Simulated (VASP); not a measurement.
Wanted: the native input for a VASP 6.6.1 run.

| Item | Value |
| --- | --- |
| Task | dielectric tensor |
| Functional | PBE |
| Potentials or basis | VASP PAW PBE potentials, release 64 (Ga_d, P) |
| Cutoff | 520 eV |
| k mesh | 6 × 6 × 6 |
| Occupations | gaussian, width 0.01 eV |
| Spin | no spin polarisation |
| Dipole correction | no |
| Further INCAR settings | ALGO = Normal; EDIFF = 1e-08 |

The structure of GaP lies in POSCAR:

```
GaP
1.0
    0.0000000000      2.7253992947      2.7253992947
    2.7253992947      0.0000000000      2.7253992947
    2.7253992947      2.7253992947      0.0000000000
Ga P
1 1
Direct
    0.0000000000      0.0000000000      0.0000000000
    0.2500000000      0.2500000000      0.2500000000
```

The input as run:

INCAR

```
SYSTEM = GaP
PREC     = Accurate       ! precision mode
ENCUT    = 520            ! plane-wave cutoff, eV
EDIFF    = 1E-8           ! SCF threshold, eV
ISMEAR   = 0              ! smearing method
SIGMA    = 0.01           ! smearing width, eV
LREAL    = .False.        ! projectors in reciprocal space
LASPH    = .True.         ! aspherical terms in the spheres
NELM     = 100            ! most SCF steps
ALGO     = Normal         ! electronic algorithm
ISIF     = 2              ! what is computed and relaxed
LWAVE    = .False.        ! write WAVECAR
LCHARG   = .False.        ! write CHGCAR
GGA      = PE             ! functional
LEPSILON = .True.         ! dielectric tensor by DFPT
```

KPOINTS

```
Automatic mesh
0
Gamma
  6 6 6
  0 0 0
```

Potentials or basis: VASP PAW PBE potentials, release 64 (Ga_d, P).

The run is started by

```bash
$ cat potpaw_PBE.64/Ga_d/POTCAR potpaw_PBE.64/P/POTCAR > POTCAR
$ mpirun -np 1 vasp_std > vasp.out
```

Results of the run:

The band gap on the k mesh is 1.65 eV, indirect (least direct gap 1.82 eV). The electronic dielectric tensor (diagonal) is 12.89 and the born charges (mean of the diagonal) is Ga +2.36; P -2.36 e.

Run time: 3.7 min on 1 thread of Intel(R) Xeon(R) Platinum 8375C CPU @ 2.90GHz (Ice Lake), on a shared host, peak memory 0.22 GiB.
